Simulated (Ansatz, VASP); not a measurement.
## C19O in VASP and in Ansatz

```xyz
20
Lattice="7.3980 0.0000 0.0000 -3.6990 6.4069 0.0000 0.0000 0.0000 12.0000" Properties=species:S:1:pos:R:3 pbc="T T T"
C     0.1193    0.2146    0.7245
C     1.3598    0.9218    0.7413
C    -1.0331    2.3041    1.1894
C     0.1671    3.0703    0.8495
C    -2.3566    4.5273    0.8495
C    -1.1144    5.1973    0.8081
C     2.5810    0.2169    0.7547
C     3.8182    0.9269    0.8101
C     1.3525    2.3497    0.7237
C     2.5922    3.0581    0.7245
C     0.1262    4.4810    0.8081
C     1.3633    5.1912    0.7547
C     5.0586    0.2108    0.8101
C     6.3007    0.8810    0.8521
C     3.7776    2.3377    0.8521
C     4.9779    3.1049    1.1894
C     2.5844    4.4860    0.7413
C     3.8246    5.1936    0.7237
C    -1.7239    2.7090    2.4316
O    -1.7175    2.7202    3.6312
```

Alike in both runs: functional PBE; k mesh 2 × 2 × 1; occupations gaussian, width 0.02 eV; no spin polarisation.

Ansatz relaxed the structure, and its values are those at the end. VASP's run is a single point on that final structure, the one shown.

```csv
,VASP,Ansatz
version,VASP 6.6.1,Ansatz 0.2.0
potentials or method,"VASP PAW PBE potentials, release 64 (C, O), cutoff 520 eV","scalar-relativistic, plane waves, PAW"
valence electrons in the cell,82,82
```

```csv
,VASP,Ansatz,Ansatz less VASP
rms of the force components (eV/Å),0.092,0.006,-0.0862
```

The k mesh is coarse, so the values compare programs but aren't converged. Noted on VASP's run: the standard files for N, O and F lose accuracy on very short bonds.
